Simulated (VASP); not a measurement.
Set up this calculation in VASP 6.6.1, as the native input.

```
Task                               : single point
Functional                         : HSE06
Potentials or basis                : VASP PAW PBE potentials, release 64 (Te, Nb_sv)
Cutoff                             : 520 eV
k mesh                             : 6 × 6 × 4
Occupations                        : fermi-dirac, width 0.05 eV
Spin                               : no spin polarisation
Dipole correction                  : no
Grid for exact exchange (PRECFOCK) : Normal
Further INCAR settings             : ALGO = Normal; EDIFF = 1e-07; NBANDS = 16
Share of exact exchange            : 0.25
Screening parameter                : 0.2079 1/Å
```

The system is NbTe.

```
Te Nb
1.0
     3.65293    0.00000    0.00000
    -1.82646    3.16353    0.00000
     0.00000    0.00000    3.64428
Te Nb
1 1
Direct
  0.66667 0.33333 0.00000
  0.00000 0.00000 0.50000
```

One way to write it, as run:

POSCAR

```
NbTe
1.0
    3.6529280573      0.0000000000      0.0000000000
   -1.8264640286      3.1635284958      0.0000000000
    0.0000000000      0.0000000000      3.6442831093
Te Nb
1 1
Direct
    0.6666666667      0.3333333333      0.0000000000
    0.0000000000      0.0000000000      0.5000000000
```

INCAR.step1

```
ALGO = Normal
EDIFF = 1E-5
ENCUT = 520
GGA = PE
ISIF = 2
ISMEAR = -1
LASPH = T
LCHARG = F
LREAL = F
LWAVE = T
NBANDS = 16
NELM = 60
PREC = Accurate
SIGMA = 0.05
```

INCAR.step2

```
ALGO = Normal
EDIFF = 1E-7
ENCUT = 520
GGA = PE
HFSCREEN = 0.2079
ISIF = 2
ISMEAR = -1
ISTART = 1
LASPH = T
LCHARG = F
LHFCALC = T
LREAL = F
LWAVE = F
NBANDS = 16
NELM = 60
PREC = Accurate
PRECFOCK = Normal
SIGMA = 0.05
```

KPOINTS

```
k-points
0
Gamma
  6 6 4
```

Potentials or basis: VASP PAW PBE potentials, release 64 (Te, Nb_sv).

Launch:

```console
$ cat potpaw_PBE.64/Te/POTCAR potpaw_PBE.64/Nb_sv/POTCAR > POTCAR
$ cp INCAR.step1 INCAR
$ mpirun -np 1 vasp_std > vasp.out
$ cp INCAR.step2 INCAR
$ mpirun -np 1 vasp_std > vasp.out
```

Results of the run:

```json
{
 "Pressure": "-0.4 GPa",
 "Band gap on the k mesh": "zero (an odd number of electrons rules out a gap without spin polarisation)"
}
```

Caveat: the k points lie up to 0.43 Å⁻¹ apart, too coarse for converged energies and pressures of a metal; the PAW data sets were made with another functional, which shifts forces and pressure a little; spin-orbit coupling is left out, which moves the levels of the heavy elements; an odd number of electrons without spin polarisation forces a metal; a magnetic or distorted state may lie lower.

Run time: 72 min on 1 thread of Intel Xeon 8259CL, with other jobs on the host, peak memory 0.3 GiB.
